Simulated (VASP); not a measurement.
A run of VASP 6.6.1 is set up as follows.

POSCAR

```
Au
1.0
    2.8999984104      0.0000000000      0.0000000000
   -1.4499992052      2.5114722944      0.0000000000
    0.0000000000      0.0000000000      4.8800000000
Au
2
Direct
    0.3717938741      0.6948217366      0.7500000000
    0.6666666667      0.3333333333      0.2500000000
```

The input INCAR.step1:

```
SYSTEM = Au
PREC = Accurate
ENCUT = 550
ISMEAR = 0
SIGMA = 0.15
LREAL = .False.
LASPH = .True.
NELM = 120
NBANDS = 18
GGA = PE
ALGO = Normal
EDIFF = 1E-5
LWAVE = .True.
LCHARG = .False.
GGA_COMPAT = .False.
```

Contents of INCAR.step2:

```
SYSTEM = Au
PREC = Accurate
ENCUT = 550
EDIFF = 1E-6
ISMEAR = 0
SIGMA = 0.15
LREAL = .False.
LASPH = .True.
NELM = 120
ALGO = Normal
ISIF = 2
LWAVE = .False.
LCHARG = .False.
METAGGA = R2SCAN
LMIXTAU = .True.
NBANDS = 18
ISTART = 1
GGA_COMPAT = .False.
```

Contents of KPOINTS:

```
regular mesh
0
Gamma
  18 18 10
  0 0 0
```

Potentials or basis: VASP PAW PBE potentials, release 64 (Au).

The run is started by

```sh
$ cat potpaw_PBE.64/Au/POTCAR > POTCAR
$ cp INCAR.step1 INCAR
$ mpirun -np 1 vasp_std > vasp.out
$ cp INCAR.step2 INCAR
$ mpirun -np 1 vasp_std > vasp.out
```

Task: Predict the pressure.

Result: -1.2 GPa.

Task: Estimate the band gap on the k mesh.

Result: Zero (bands 11 and 12 overlap by 7.00 eV).

Task: What does it give for the largest force?

Result: 0.031 eV/Å.

Forces in eV/Å, atoms in the order of the input:
```
Au  -0.014 -0.027  0.000
Au   0.014  0.027  0.000
```

Caveat: the cell differs from its parent crystal (atom 1 (Au) moved by (+0.100, +0.000) A along [1 1 0] and z); the PAW data sets were made with another functional, which shifts forces and pressure a little; spin-orbit coupling is left out, which moves the levels of the heavy elements.
